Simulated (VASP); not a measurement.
# CaMg: single point with LDA

CaMg:

```
CELL_PARAMETERS angstrom
4.08448 0.00000 0.00000
0.00000 4.08448 0.00000
0.00000 0.00000 3.81000
ATOMIC_POSITIONS crystal
Ca 0.00000 0.00000 0.00000
Mg 0.50000 0.50000 0.50000
```

* Program: VASP 6.6.1
* Task: single point
* Functional: LDA
* Potentials or basis: VASP PAW LDA potentials, release 64 (Ca_sv, Mg)
* Cutoff: 520 eV
* k mesh: 14 × 14 × 14
* Occupations: gaussian, width 0.15 eV
* Spin: no spin polarisation

```json
{"Pressure": "-2.5 GPa", "Band gap on the k mesh": "zero (bands 6 and 7 overlap by 1.38 eV)"}
```

Stress tensor (GPa, compression positive):
```
-2.87  0.00  0.00
 0.00 -2.87  0.00
 0.00  0.00 -1.89
```

Levels at points of the mesh, in eV from the Fermi level:
```
           k point  band 4  band 5  band 6  band 7  band 8  band 9
(0.00, 0.00, 0.00)  -22.38   -5.08    0.91    1.00    3.47    3.53
(0.50, 0.00, 0.00)  -22.38   -3.04   -2.48    1.60    1.96    2.59
(0.50, 0.50, 0.00)  -22.38   -2.07   -0.44   -0.44    0.07    3.00
(0.00, 0.00, 0.50)  -22.39   -2.66   -2.24    1.78    1.98    1.98
(0.50, 0.00, 0.50)  -22.38   -1.78   -0.25   -0.13    0.37    2.50
(0.50, 0.50, 0.50)  -22.43   -0.30   -0.30   -0.26    1.23    2.70
```

Wall time 5.8 min on 1 thread of Intel Xeon 8259CL (shared host), peak memory 0.37 GiB.
